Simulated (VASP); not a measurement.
A run of VASP 6.6.1 is set up as follows.

Contents of INCAR:

```
SYSTEM = AlN
  PREC = Accurate
  ENCUT = 520
  EDIFF = 1E-7
  ISMEAR = 0
  SIGMA = 0.05
  LREAL = .FALSE.
  LASPH = .TRUE.
  NELM = 100
  ALGO = Normal
  ISIF = 2
  LWAVE = .FALSE.
  LCHARG = .FALSE.
  GGA = CA
  NBANDS = 26
```

KPOINTS

```
regular mesh
0
G
  8 6 4
  0 0 0
```

File POSCAR:

```
AlN
1.0
   -1.6378403119      2.8368226349      0.0000000000
    0.0000000000      0.0000000000      4.1006264518
    4.9135209358      2.8368226349      0.0000000000
Al N
4 4
Direct
    0.6223484052      0.7500000000      0.1317400118
    1.0000000000      0.7500000000      0.6666666667
    0.0000000000      0.2500000000      0.3333333333
    0.5000000000      0.2500000000      0.8333333333
    0.5000000000      0.2500000000      0.1666666667
    1.0000000000      0.2500000000      0.6666666667
    0.0000000000      0.7500000000      0.3333333333
    0.5000000000      0.7500000000      0.8333333333
```

Potentials or basis: VASP PAW LDA potentials, release 64 (Al, N).

The run is started by

```bash
$ cat potpaw_LDA.64/Al/POTCAR potpaw_LDA.64/N/POTCAR > POTCAR
$ mpirun -np 1 vasp_std > vasp.out
```

**Question.** Predict the band gap on the k mesh.

**Answer.** 2.96 eV.

**Question.** What does it give for the pressure?

**Answer.** 6.4 GPa.

**Question.** Estimate the largest force.

**Answer.** 5.190 eV/Å.

Forces in eV/Å, atoms in the order of the input:
```
Al   4.214 -3.029  0.000
Al  -1.274 -0.498  0.000
Al  -0.291  0.618  0.000
Al   0.082 -0.370  0.000
N   -1.317  0.362  0.000
N    0.348  0.253  0.000
N    0.076  3.604  0.000
N   -1.838 -0.940  0.000
```

Caveat: the cell differs from its parent crystal (atom 1 (Al) moved by -0.372 Å along [1 0 0] and +0.248 Å along [1 2 0]); the stress differs along the axes, from 1 to 15 GPa; forces of over 1 eV/Å act on the atoms, so gaps and moduli don't describe the material at rest. A k mesh can miss the band edges.
